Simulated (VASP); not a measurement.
Set up this calculation in VASP 6.6.1, as the native input.

| Item | Value |
| --- | --- |
| Task | single point |
| Functional | PBE |
| Dispersion | D3(BJ) |
| Potentials or basis | VASP PAW PBE potentials, release 64 (Se, W_sv) |
| Cutoff | 520 eV |
| k mesh | 9 × 9 × 1 |
| Occupations | gaussian, width 0.02 eV |
| Spin | no spin polarisation |
| Dipole correction | yes |
| Further INCAR settings | ALGO = Normal; EDIFF = 1e-06; NBANDS = 20 |

The structure of WSe2 lies in POSCAR:

```
WSe2
1.0
    3.2850000000      0.0000000000      0.0000000000
   -1.6425000000      2.8448934514      0.0000000000
    0.0000000000      0.0000000000     32.7373831004
Se W
2 1
Direct
    0.3333333333      0.6666666667      0.4476439520
    0.3333333333      0.6666666667      0.5523560480
    0.6666666667      0.3333333333      0.5000000000
```

The input as run:

INCAR

```
PREC = Accurate ; ENCUT = 520
EDIFF = 1E-6 ; ISMEAR = 0
SIGMA = 0.02 ; LREAL = False
LASPH = True ; NELM = 80
ALGO = Normal ; ISIF = 2
LWAVE = False ; LCHARG = False
LDIPOL = True ; IDIPOL = 3
DIPOL = 0.5 0.5 0.500 ; GGA = PE
IVDW = 12 ; NBANDS = 20
```

KPOINTS

```
regular mesh
0
Gamma
  9 9 1
```

Potentials or basis: VASP PAW PBE potentials, release 64 (Se, W_sv).

Run with:

```console
$ cat potpaw_PBE.64/Se/POTCAR potpaw_PBE.64/W_sv/POTCAR > POTCAR
$ mpirun -np 1 vasp_std > vasp.out
```

It gave:

- Largest force: 0.443 eV/Å
- Band gap on the k mesh: 1.63 eV, indirect (least direct gap 1.73 eV)
- Dispersion energy per atom: -0.335 eV

Caveat: spin-orbit coupling is left out, which moves the levels of the heavy elements.

Wall time 84 s on 1 thread of AMD EPYC 9R45 96-Core Processor (Zen 5), on a shared host, peak memory 0.38 GiB.
